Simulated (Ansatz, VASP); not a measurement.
## Two plane-wave programs on SnO2

INCAR

```
  PREC = Accurate
  ENCUT = 520
  EDIFF = 1E-6
  ISMEAR = 0
  SIGMA = 0.05
  LREAL = False
  LASPH = True
  NELM = 100
  ALGO = Normal
  ISIF = 2
  LWAVE = False
  LCHARG = False
  GGA = PS
  NBANDS = 64
```

Contents of KPOINTS:

```
Automatic mesh
0
Gamma
  6 6 6
```

File POSCAR:

```
SnO2
1.0
    3.1039028741      1.7920391599      4.5348020990
   -3.1039028741      1.7920391599      4.5348020990
    0.0000000000     -3.5840783198      4.5348020991
Sn O
4 8
Direct
    0.8646807174      0.8646807174      0.8646807174
    0.3648245829      0.3648245829      0.8648190111
    0.3648245829      0.8648190111      0.3648245829
    0.8648190111      0.3648245829      0.3648245829
    0.1235003534      0.6233501671      0.6233501671
    0.6233501671      0.1235003534      0.6233501671
    0.6233501671      0.6233501671      0.1235003534
    0.6062113146      0.6062113146      0.6062113146
    0.1234715296      0.1234715296      0.1234715296
    0.1060883083      0.1060883083      0.6062369573
    0.1060883083      0.6062369573      0.1060883083
    0.6062369573      0.1060883083      0.1060883083
```

Input for Ansatz:

```yaml
crystal:
  lattice:
    - [3.1039028741, 1.7920391599, 4.534802099]
    - [-3.1039028741, 1.7920391599, 4.534802099]
    - [0.0, -3.5840783198, 4.5348020991]
  atoms:
    - { symbol: Sn, position: [0.8646807174, 0.8646807174, 0.8646807174] }
    - { symbol: Sn, position: [0.3648245829, 0.3648245829, 0.8648190111] }
    - { symbol: Sn, position: [0.3648245829, 0.8648190111, 0.3648245829] }
    - { symbol: Sn, position: [0.8648190111, 0.3648245829, 0.3648245829] }
    - { symbol: O, position: [0.1235003534, 0.6233501671, 0.6233501671] }
    - { symbol: O, position: [0.6233501671, 0.1235003534, 0.6233501671] }
    - { symbol: O, position: [0.6233501671, 0.6233501671, 0.1235003534] }
    - { symbol: O, position: [0.6062113146, 0.6062113146, 0.6062113146] }
    - { symbol: O, position: [0.1234715296, 0.1234715296, 0.1234715296] }
    - { symbol: O, position: [0.1060883083, 0.1060883083, 0.6062369573] }
    - { symbol: O, position: [0.1060883083, 0.6062369573, 0.1060883083] }
    - { symbol: O, position: [0.6062369573, 0.1060883083, 0.1060883083] }
basis:
  ecutwfc: 520.0
kpoints:
  mp_grid: { grid: [6, 6, 6] }
hamiltonian:
  xc: pbesol
  pseudopotentials: { kind: paw, azcp: { folder: soft_1 } }
scf:
  occupations: { method: gaussian, width: 0.05 }
output:
  forces: true
  stress: true
  eigenvalues: true
```

Alike in both runs: task single point; functional PBEsol; k mesh 6 × 6 × 6; occupations gaussian, width 0.05 eV; no spin polarisation.

|  | VASP | Ansatz |
| --- | --- | --- |
| version | VASP 6.6.1 | Ansatz 0.2.0 |
| potentials or method | VASP PAW PBE potentials, release 64 (Sn_d, O), cutoff 520 eV | scalar-relativistic, plane waves, PAW |
| valence electrons in the cell | 104 | 104 |

|  | VASP | Ansatz | Ansatz less VASP |
| --- | --- | --- | --- |
| gap on the k mesh at the Fermi level (eV) | 2.48 | 2.50 | +0.019 |
| least direct gap on the mesh (eV) | 2.48 | 2.50 | +0.019 |
| pressure (GPa) | 13.1 | 12.2 | -0.95 |
| traceless stress, the component that is largest in VASP (GPa) | -8.55 | -8.01 | +0.541 |
| rms of the force components (eV/Å) | 0.221 | 0.184 | -0.0364 |

VASP's potentials were made for PBE, not for PBEsol, and Ansatz warns of the same on its side. Atom by atom the forces differ by 0.036 eV/Å (rms over components). With one functional, cell and mesh, what is left measures potentials, basis and numerics.
